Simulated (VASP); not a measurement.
# CS2 in VASP: further runs

Runs on CS2. Level: PBEsol. Tasks: single point, relaxation of the atoms.

Program: VASP 6.6.1. These are calculated values, not measurements. Logs are shortened: lines on timing, memory, paths and dates and some standing lists are left out, and cuts for length are marked.

## 1. The cell of the first run

The cell holds an amorphous packing of atoms, 24 atoms: a = 9.283 Å, b = 9.283 Å, c = 9.283 Å, α = 90.00°, β = 90.00°, γ = 90.00°.

## 2. Single point, PBEsol

INCAR

```
PREC = Accurate
ENCUT = 520
EDIFF = 1E-6
ISMEAR = -1
SIGMA = 0.05
LREAL = Auto
LASPH = T
NELM = 100
ALGO = Normal
ISIF = 2
LWAVE = F
LCHARG = F
GGA = PS
NBANDS = 82
```

KPOINTS

```
Automatic mesh
0
Gamma
  1 1 1
```

POSCAR

```
CS2
1.0
    9.2831780000      0.0000000000      0.0000000000
    0.0000000000      9.2831780000      0.0000000000
    0.0000000000      0.0000000000      9.2831780000
S C
16 8
Direct
    0.4409658702      0.8935824951      0.2703338753
    0.6284788771      1.1382140651      0.1371192184
    1.0129743504      0.1166409675      0.4899805305
    0.7099247600     -0.0110718469      0.5571426288
    0.1081526030      0.4118069553      0.7062020179
   -0.0569476133      0.6965383039      0.6386122470
    0.3399168540      0.7652121259      0.6047473275
    0.5941557668      0.5705938362      0.7058477357
    0.9551469964      0.7841574020      0.2690279919
    0.8640016405      0.5865956645      0.0134042146
    0.5565168610      0.5203335878      0.2635341563
    0.4096731809      0.2896428668      0.4582955597
   -0.0490440524      0.0190656112      0.9090401987
    0.2747893717      0.0609199550      0.8312299162
    0.2884290020      0.6614071667     -0.0047818012
    0.2110630386      0.3524482342      0.1005300486
    0.5340534138      1.0159233041      0.2026391934
    0.8611087761      0.0538121579      0.5237955534
    0.0278124089      0.5548103360      0.6718079131
    0.4665663469      0.6670181983      0.6552584874
    0.9085611127      0.6851417697      0.1418287102
    0.4830702188      0.4050011750      0.3607983175
    0.1125519515      0.0399899667      0.8698920245
    0.2500747645      0.5071048020      0.0485999345
```

Potentials or basis: VASP PAW PBE potentials, release 64 (S, C).

The run is started by

```bash
$ cat potpaw_PBE.64/S/POTCAR potpaw_PBE.64/C/POTCAR > POTCAR
$ mpirun -np 1 vasp_gam > vasp.out
```

OUTCAR:

```text
PREC = Accurate
   ENCUT = 520
   EDIFF = 1E-6
   ISMEAR = -1
   LREAL = Auto
   LASPH = T
   NELM = 100
   ISIF = 2
   GGA = PS

 ion  position               nearest neighbor table
   1  0.441  0.894  0.270-  17 1.56
   2  0.628  0.138  0.137-  17 1.56
   3  0.013  0.117  0.490-  18 1.56
   4  0.710  0.989  0.557-  18 1.56
   5  0.108  0.412  0.706-  19 1.56
   6  0.943  0.697  0.639-  19 1.56
[... 8 lines left out ...]
  15  0.288  0.661  0.995-  24 1.56
  16  0.211  0.352  0.101-  24 1.56
  17  0.534  0.016  0.203-   2 1.56   1 1.56
  18  0.861  0.054  0.524-   3 1.56   4 1.56
  19  0.028  0.555  0.672-   5 1.56   6 1.56
  20  0.467  0.667  0.655-   8 1.56   7 1.56
  21  0.909  0.685  0.142-   9 1.56  10 1.56
  22  0.483  0.405  0.361-  11 1.56  12 1.56
  23  0.113  0.040  0.870-  13 1.56  14 1.56
  24  0.250  0.507  0.049-  15 1.56  16 1.56

  LATTYP: Found a simple cubic cell.
 ALAT       =     9.2831780000

  Lattice vectors:

 A1 = (   9.2831780000,   0.0000000000,   0.0000000000)
 A2 = (   0.0000000000,   9.2831780000,   0.0000000000)
 A3 = (   0.0000000000,   0.0000000000,   9.2831780000)

Analysis of symmetry for initial positions (statically):
=====================================================================
 Subroutine PRICEL returns:
 Original cell was already a primitive cell.

 Routine SETGRP: Setting up the symmetry group for a
 simple cubic supercell.

 Subroutine GETGRP returns: Found  1 space group operations
 (whereof  1 operations were pure point group operations)
 out of a pool of 48 trial point group operations.

The static configuration has the point symmetry C_1 .

Analysis of symmetry for dynamics (positions and initial velocities):
=====================================================================
 Subroutine PRICEL returns:
 Original cell was already a primitive cell.

 Routine SETGRP: Setting up the symmetry group for a
 simple cubic supercell.

 Subroutine GETGRP returns: Found  1 space group operations
 (whereof  1 operations were pure point group operations)
 out of a pool of 48 trial point group operations.

The dynamic configuration has the point symmetry C_1 .

 Subroutine INISYM returns: Found  1 space group operations
 (whereof  1 operations are pure point group operations),
 and found     1 'primitive' translations

[... 115 lines left out ...]
   LREAL  =      T    real-space projection
   EDIFFG = 0.1E-04   stopping-criterion for IOM
   NSW    =      0    number of steps for IOM
   IBRION =     -1    ionic relax: 0-MD 1-quasi-New 2-CG
   NFREE  =      0    steps in history (QN), initial steepest desc. (CG)
   ISIF   =      2    stress and relaxation
   ISYM   =      2    0-nonsym 1-usesym 2-fastsym
   POTIM  = 0.5000    time-step for ionic-motion
   TEBEG  =    0.0;   TEEND  =   0.0 temperature during run
   PSTRESS=    0.0 pullay stress
   NELECT =     128.0000    total number of electrons
   NUPDOWN=      -1.0000    fix difference up-down
   EMIN   =  10.00;   EMAX   =-10.00  energy-range for DOS
   EFERMI =   0.00;   METHOD = LEGACY
   ISMEAR =    -1;   SIGMA  =   0.05  broadening in eV -4-tet -1-fermi 0-gaus
   EFERMI_NEDOS =   21; number of points for ismear=-14 and -15
   IALGO  =     38    algorithm
   IMIX   =      4    mixing-type and parameters
     AMIX     =   0.40;   BMIX     =  1.00
     AMIX_MAG =   1.60;   BMIX_MAG =  1.00
  volume/ion in A,a.u.               =      33.33       224.94
  Fermi-wavevector in a.u.,A,eV,Ry     =   0.888754  1.679501 10.747015  0.789883
  Thomas-Fermi vector in A             =   2.010225
   LORBIT       =      0    0 simple, 1 ext, 2 COOP (PROOUT), +10 PAW based schemes
   GGA     = PS    functional components
   LHFCALC =     F    Hartree Fock is set to
   AEXX    =    0.0000 exact exchange contribution
   IVDW    =     0    specifies the selected vdW correction
   LEPSILON=     F    determine dielectric tensor
   LRPA    =     F    only Hartree local field effects (RPA)
 non-spin polarized calculation
  energy-cutoff  :      520.00
  volume of cell :      800.00
 maximum number of plane-waves:     10780
 NGX is ok and might be reduce to    70
   NGX = 35   NGY = 35   NGZ = 35

 number of electron     127.9999998 magnetization

 Free energy of the ion-electron system (eV)
  ---------------------------------------------------
  ext. energy  EPLUGINS =         0.00000000
  ---------------------------------------------------
  free energy    TOTEN  =      -138.44273129 eV

  energy without entropy =     -138.44273129  energy(sigma->0) =     -138.44273129

 E-fermi :  -0.4728     XC(G=0):  -6.4835

 val. band max:       -1.6785527713   @ k =   0.0000   0.0000   0.0000
 cond. band min:       1.4091636515   @ k =   0.0000   0.0000   0.0000
 fundamental gap:      3.0877164228
 Fermi energy:        -0.4728250864

 k-point     1 :       0.0000    0.0000    0.0000
  band No.  band energies     occupation
      1     -16.7756      2.00000
      2     -16.6851      2.00000
      3     -16.6716      2.00000
      4     -16.6219      2.00000
      5     -16.5827      2.00000
      6     -16.5497      2.00000
[... 68 lines left out ...]
     75       2.0274      0.00000
     76       2.0628      0.00000
 [bands above 76 left out]

------------------------ aborting loop because EDIFF is reached ----------------------------------------

  FORCE on cell =-STRESS in cart. coord.  units (eV):
  Direction    XX          YY          ZZ          XY          YZ          ZX
  --------------------------------------------------------------------------------------
  -------------------------------------------------------------------------------------
  Total       -2.8935827     -2.7083565     -0.5713224     -0.5395651      1.0277166      0.4534743
  in kB       -5.7950401     -5.4240837     -1.1441996     -1.0805987      2.0582301      0.9081826
  external PRESSURE =      -4.1211078 kB  Pullay stress =       0.0000000 kB

 VOLUME and BASIS-vectors are now :
 -----------------------------------------------------------------------------
  energy-cutoff  :      520.00
  volume of cell :      800.00
      direct lattice vectors                 reciprocal lattice vectors
     9.283178000  0.000000000  0.000000000     0.107721731  0.000000000  0.000000000
     0.000000000  9.283178000  0.000000000     0.000000000  0.107721731  0.000000000
     0.000000000  0.000000000  9.283178000     0.000000000  0.000000000  0.107721731

 POSITION                                       TOTAL-FORCE (eV/Angst)
 -----------------------------------------------------------------------------------
      4.09356      8.29529      2.50956         0.122451      0.155935     -0.097618
      5.83428      1.28307      1.27290        -0.110435     -0.167471      0.090933
      0.12044      1.08280      4.54858        -0.197283     -0.078315      0.041168
      6.59036      9.18040      5.17205         0.214866      0.097611     -0.045274
      1.00400      3.82288      6.55580        -0.087531      0.190800     -0.050834
      8.75452      6.46609      5.92835         0.105382     -0.191578      0.043852
[... 16 lines left out ...]
      1.04484      0.37123      8.07536        -0.004692     -0.000406     -0.002019
      2.32149      4.70754      0.45116        -0.000208      0.005446     -0.012469
 -----------------------------------------------------------------------------------
    total drift:                               -0.022375     -0.012068      0.009194

  FREE ENERGIE OF THE ION-ELECTRON SYSTEM (eV)
  ---------------------------------------------------
  free  energy   TOTEN  =      -138.4427312889 eV

  energy  without entropy=     -138.4427312887  energy(sigma->0) =     -138.44273129
```

Run time: 80 s. Hardware: 1 thread of Intel Xeon Platinum 8488C (Sapphire Rapids), shared host; peak memory 0.68 GiB.

What came out:

* Free energy: -138.4427 eV
* Pressure: -0.4 GPa
* Largest force: 0.256 eV/Å
* Band gap on the k mesh: 3.09 eV

Forces on the atoms (eV/Å):
```
S    0.122  0.156 -0.098
S   -0.110 -0.167  0.091
S   -0.197 -0.078  0.041
S    0.215  0.098 -0.045
S   -0.088  0.191 -0.051
S    0.105 -0.192  0.044
S    0.154 -0.155  0.080
S   -0.174  0.144 -0.076
S   -0.056 -0.136 -0.158
S    0.059  0.149  0.195
S   -0.085 -0.146  0.116
S    0.095  0.142 -0.125
S    0.247  0.008 -0.066
S   -0.240 -0.015  0.072
S   -0.058 -0.196  0.064
S    0.045  0.216 -0.060
C    0.020  0.010  0.005
C   -0.020 -0.041  0.017
C   -0.042  0.027 -0.007
C    0.014  0.004  0.000
C   -0.001 -0.008 -0.031
C   -0.002 -0.014  0.005
C   -0.005  0.000 -0.002
C    0.000  0.005 -0.012
```

Stress tensor (GPa, compression positive):
```
-0.58 -0.11  0.09
-0.11 -0.54  0.21
 0.09  0.21 -0.11
```

Levels at points of the mesh, in eV from the valence-band top:
| k point | band 62 | band 63 | band 64 | band 65 | band 66 | band 67 |
| --- | --- | --- | --- | --- | --- | --- |
| (0.00, 0.00, 0.00) | -0.17 | -0.07 | 0.00 | 3.09 | 3.23 | 3.25 |

Caveat: the k points lie up to 0.68 Å⁻¹ apart; the PAW data sets were made with another functional, which shifts forces and pressure a little.

## 3. Relaxation of the atoms, PBEsol

INCAR

```
SYSTEM = CS2
ALGO = Normal ; EDIFF = 1E-7
EDIFFG = -0.3 ; ENCUT = 520
GGA = PS ; IBRION = 2
ISIF = 2 ; ISMEAR = -1
LASPH = .True. ; LCHARG = .False.
LREAL = Auto ; LWAVE = .False.
NELM = 60 ; NSW = 35
PREC = Accurate ; SIGMA = 0.05
```

KPOINTS

```
k-points
0
Gamma
  1 1 1
  0 0 0
```

POSCAR

```
CS2
1.0
    9.2831780000      0.0000000000      0.0000000000
    0.0000000000      9.2831780000      0.0000000000
    0.0000000000      0.0000000000      9.2831780000
S C
16 8
Direct
    0.3481812000      0.8963189000      0.2459302000
    0.5578639000      1.0883475000      0.0662702000
    1.0707246000      0.1866894000      0.6006681000
    0.7493516000      0.1277578000      0.5208812000
    0.1951490000      0.4577395000      0.7704368000
   -0.0500796000      0.6730825000      0.6891360000
    0.3399602000      0.6262433000      0.5133280000
    0.5543140000      0.5697233000      0.7662656000
    0.9585093000      0.8389574000      0.2431548000
    0.9254069000      0.5184977000      0.1465661000
    0.5610201000      0.4343195000      0.1531806000
    0.3679883000      0.2869332000      0.3858510000
   -0.0410492000      0.0810623000      0.9294298000
    0.2766479000     -0.0048948000      0.8601518000
    0.2478675000      0.7050535000      0.0143664000
    0.2261420000      0.3707616000      0.0443074000
    0.4530226000      0.9923332000      0.1561002000
    0.9100381000      0.1572236000      0.5607746000
    0.0725347000      0.5654110000      0.7297864000
    0.4471371000      0.5979833000      0.6397968000
    0.9419581000      0.6787276000      0.1948605000
    0.4645042000      0.3606264000      0.2695158000
    0.1177993000      0.0380838000      0.8947908000
    0.2370047000      0.5379076000      0.0293369000
```

Potentials or basis: VASP PAW PBE potentials, release 64 (S, C).

The run is started by

```bash
$ cat potpaw_PBE.64/S/POTCAR potpaw_PBE.64/C/POTCAR > POTCAR
$ mpirun -np 1 vasp_gam > vasp.out
```

It took 33 min on 1 thread of Intel Xeon Platinum 8488C (Sapphire Rapids), shared host; peak memory 0.72 GiB.

It converged, with:

```
Free energy                  : -137.8690 eV
Energy gained by relaxing    : 55.7 meV/atom
Ionic steps                  : 30
Pressure after relaxing      : 0.4 GPa
Largest force after relaxing : 0.205 eV/Å
Band gap on the k mesh       : 2.77 eV
```

Forces on the atoms (eV/Å):
```
S    0.010  0.089 -0.120
S   -0.012 -0.055  0.060
S   -0.073 -0.145 -0.126
S    0.038 -0.007  0.018
S   -0.005  0.044  0.127
S   -0.022 -0.005  0.042
S    0.011 -0.037  0.096
S    0.033  0.003 -0.029
S   -0.055 -0.026  0.061
S    0.106  0.149 -0.004
S   -0.196  0.000  0.043
S    0.103  0.044  0.059
S    0.081 -0.022 -0.051
S   -0.068 -0.038  0.029
S   -0.002 -0.118 -0.031
S    0.004  0.060 -0.130
C    0.026  0.047 -0.049
C   -0.067 -0.057 -0.041
C    0.014  0.057 -0.146
C    0.006 -0.037  0.052
C    0.061  0.069  0.017
C   -0.037  0.023  0.080
C   -0.001  0.018 -0.023
C    0.043 -0.058  0.066
```

Stress tensor (GPa, compression positive):
```
 0.38  0.05  0.13
 0.05  0.42 -0.01
 0.13 -0.01  0.42
```

The path:
| step | energy change (eV) | largest force (eV/Å) | pressure (GPa) |
| --- | --- | --- | --- |
| 1 | 0.0000 | 2.2066 | 0.59 |
| 2 | 0.1699 | 7.3718 | 2.62 |
| 3 | -0.1233 | 2.1473 | 1.34 |
| 4 | -0.2860 | 1.2378 | 2.08 |
| 5 | -0.2950 | 1.8118 | 2.31 |
| 6 | -0.4432 | 1.1920 | 2.02 |
| 7 | -0.6832 | 1.5393 | 1.16 |
| 8 | -0.7020 | 1.9645 | 0.87 |
| 9 | -0.7714 | 1.4657 | 0.55 |
| 10 | -0.7757 | 0.9442 | 0.61 |
| 11 | -0.8151 | 0.6782 | 0.72 |
| 12 | -0.8573 | 1.7265 | 1.05 |
| 13 | -0.8848 | 1.4109 | 1.08 |
| 14 | -0.9189 | 2.1203 | 1.16 |
| 15 | -0.9459 | 1.8735 | 1.12 |
| 16 | -1.0133 | 1.3461 | 1.01 |
| 17 | -1.0872 | 0.8717 | 0.77 |
| 18 | -1.0944 | 1.1199 | 0.66 |
| 19 | -1.1261 | 0.8706 | 0.60 |
| 20 | -1.1315 | 0.9838 | 0.57 |
| 21 | -1.1609 | 0.5515 | 0.57 |
| 22 | -1.1801 | 0.9014 | 0.57 |
| 23 | -1.2029 | 0.7076 | 0.62 |
| 24 | -1.2151 | 1.2105 | 0.68 |
| 25 | -1.2282 | 1.0697 | 0.69 |
| 26 | -1.2593 | 0.6754 | 0.71 |
| 27 | -1.2849 | 0.7327 | 0.75 |
| 28 | -1.2982 | 0.6750 | 0.68 |
| 29 | -1.3199 | 0.6799 | 0.48 |
| 30 | -1.3373 | 0.2049 | 0.41 |

Final structure:
```cif
data_structure
_symmetry_space_group_name_H-M 'P 1'
_symmetry_Int_Tables_number 1
_cell_length_a 9.2832
_cell_length_b 9.2832
_cell_length_c 9.2832
_cell_angle_alpha 90.000
_cell_angle_beta 90.000
_cell_angle_gamma 90.000
_cell_volume 800.00
loop_
_atom_site_label
_atom_site_type_symbol
_atom_site_fract_x
_atom_site_fract_y
_atom_site_fract_z
_atom_site_occupancy
S1 S 0.36079 0.91860 0.27485 1
S2 S 0.57334 0.07222 0.06704 1
S3 S 0.06651 0.15143 0.54368 1
S4 S 0.73302 0.12964 0.52585 1
S5 S 0.15397 0.43731 0.71015 1
S6 S 0.93935 0.69323 0.68960 1
S7 S 0.38047 0.66887 0.49294 1
S8 S 0.55792 0.56753 0.75788 1
S9 S 0.95277 0.84580 0.25850 1
S10 S 0.89897 0.53213 0.15466 1
S11 S 0.58162 0.46204 0.18796 1
S12 S 0.39747 0.27542 0.39564 1
S13 S 0.95913 0.07488 0.95233 1
S14 S 0.26313 0.00737 0.82971 1
S15 S 0.26249 0.67277 0.02091 1
S16 S 0.20682 0.34932 0.08703 1
C1 C 0.46783 0.99499 0.17149 1
C2 C 0.89992 0.14030 0.53495 1
C3 C 0.04649 0.56495 0.70222 1
C4 C 0.46884 0.61872 0.62565 1
C5 C 0.92434 0.68898 0.20650 1
C6 C 0.49099 0.36739 0.29171 1
C7 C 0.11078 0.04019 0.89091 1
C8 C 0.23505 0.51080 0.05275 1
```

Levels at points of the mesh, in eV from the valence-band top:
| k point | band 62 | band 63 | band 64 | band 65 | band 66 | band 67 |
| --- | --- | --- | --- | --- | --- | --- |
| (0.00, 0.00, 0.00) | -0.22 | -0.11 | 0.00 | 2.77 | 2.95 | 3.00 |

Caveat: the k points lie up to 0.68 Å⁻¹ apart; the PAW data sets were made with another functional, which shifts forces and pressure a little; the relaxation stopped at a loose force limit of 0.3 eV/Å, so its end isn't a converged minimum.
